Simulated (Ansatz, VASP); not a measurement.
LiCl: VASP beside Ansatz

The input INCAR:

```
PREC = Accurate ; ENCUT = 520
EDIFF = 1E-6 ; ISMEAR = 0
SIGMA = 0.027000000000000003 ; LREAL = F
LASPH = T ; NELM = 80
ALGO = Normal ; ISIF = 2
LWAVE = F ; LCHARG = F
GGA = PE ; NBANDS = 12
```

File KPOINTS:

```
regular mesh
0
Gamma
  9 9 9
```

POSCAR

```
LiCl
1.0
    0.0000000000      2.5647700000      2.5647700000
    2.5647700000      0.0000000000      2.5647700000
    2.5647700000      2.5647700000      0.0000000000
Cl Li
1 1
Direct
    0.5000000000      0.5000000000      0.5000000000
    0.0000000000      0.0000000000      0.0000000000
```

File input.yaml:

```yaml
crystal:
  lattice:
    - [0.0, 2.56477, 2.56477]
    - [2.56477, 0.0, 2.56477]
    - [2.56477, 2.56477, 0.0]
  atoms:
    - { symbol: Cl, position: [0.5, 0.5, 0.5] }
    - { symbol: Li, position: [0.0, 0.0, 0.0] }
kpoints:
  mp_grid: { grid: [9, 9, 9] }
scf:
  occupations: { method: gaussian, width: 0.027 }
hamiltonian:
  xc: pbe
  pseudopotentials: { kind: all_electron, lapw: { basis_error: 0.001 } }
output:
  forces: true
  stress: true
  eigenvalues: true
```

Alike in both runs: task single point; functional PBE; k mesh 9 × 9 × 9; occupations gaussian, width 0.027 eV; no spin polarisation.

|  | VASP | Ansatz |
| --- | --- | --- |
| version | VASP 6.6.1 | Ansatz 0.2.0 |
| potentials or method | VASP PAW PBE potentials, release 64 (Cl, Li_sv), cutoff 520 eV | all-electron LAPW, scalar-relativistic |

|  | VASP | Ansatz | Ansatz less VASP |
| --- | --- | --- | --- |
| gap on the k mesh at the Fermi level (eV) | 6.34 | 6.33 | -0.016 |
| least direct gap on the mesh (eV) | 6.34 | 6.33 | -0.016 |

Ansatz ran all-electron here, and VASP with PAW potentials.

Noted on VASP's run: the cutoff is short for stress, so the pressure is rough.
